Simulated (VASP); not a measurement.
A run of VASP 6.6.1 is set up as follows.

File INCAR:

```
PREC = Accurate
ENCUT = 600
EDIFF = 1E-7
ISMEAR = -1
SIGMA = 0.05
LREAL = F
LASPH = T
NELM = 100
ALGO = Normal
ISIF = 3
LWAVE = F
LCHARG = F
GGA = RE
IBRION = 2
NSW = 80
EDIFFG = -0.01
```

Contents of KPOINTS:

```
regular mesh
0
Gamma
  11 11 11
```

POSCAR

```
Ge
1.0
   -2.5744897190      2.5744897190      1.3974126432
    2.5744897190     -2.5744897190      1.3974126432
    2.5744897190      2.5744897190     -1.3974126432
Ge
2
Direct
    0.5000000000      0.5000000000      0.0000000000
    0.2500000000      0.7500000000      0.5000000000
```

Potentials or basis: VASP PAW PBE potentials, release 64 (Ge_d).

Launch:

```console
$ cat potpaw_PBE.64/Ge_d/POTCAR > POTCAR
$ mpirun -np 1 vasp_std > vasp.out
```

(1) Predict the relaxed volume.

(2) Estimate the band gap on the k mesh.

(3) What does it give for the space group after relaxing (to 0.05 Å)?

(4) Estimate the relaxed cell.

Answers

(1) 19.67 Å³/atom.

(2) zero (band 14 reaches 7.78 eV, above the bottom of band 15 at 3.48 eV).

(3) I4_1/amd (No. 141).

(4) a = 3.981 Å, b = 3.981 Å, c = 3.981 Å, α = 97.34°, β = 97.34°, γ = 138.12°.

Caveat: the PAW data sets were made with another functional, which shifts forces and pressure a little.
